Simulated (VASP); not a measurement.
Cs2AgBiBr6:

```
CELL_PARAMETERS angstrom
0.00000 5.61610 5.61610
5.61610 0.00000 5.61610
5.61610 5.61610 0.00000
ATOMIC_POSITIONS crystal
Bi 0.00000 0.00000 0.00000
Cs 0.75000 0.75000 0.75000
Cs 0.25000 0.25000 0.25000
Ag 0.50000 0.50000 0.50000
Br 0.74945 0.74945 0.25055
Br 0.25055 0.25055 0.74945
Br 0.74945 0.25055 0.25055
Br 0.74945 0.25055 0.74945
Br 0.25055 0.74945 0.74945
Br 0.25055 0.74945 0.25055
```

Base run:

```yaml
Program: VASP 6.6.1
Functional: LDA
Potentials_or_basis: VASP PAW LDA potentials, release 64 (Bi_d, Cs_sv, Ag, Br)
Cutoff: 520 eV
k_mesh: 4 × 4 × 4
Occupations: fermi-dirac, width 0.05 eV
Spin: no spin polarisation
Hubbard_terms: Ag d U = 4.0 eV
```

Its results: band gap on the k mesh 1.43 eV (least direct gap 2.55 eV); pressure -1.4 GPa; largest force 0.311 eV/Å.

Q: The run is repeated on the same cell with these changes: hubbard terms from Ag d U = 4.0 eV to Ag d U = 3.0 eV. What comes out?

A: Band gap on the k mesh 1.36 eV (least direct gap 2.53 eV); pressure -1.4 GPa; largest force 0.315 eV/Å.

Caveats: spin-orbit coupling is left out, which moves the levels of the heavy elements.

A k mesh can miss the band edges.
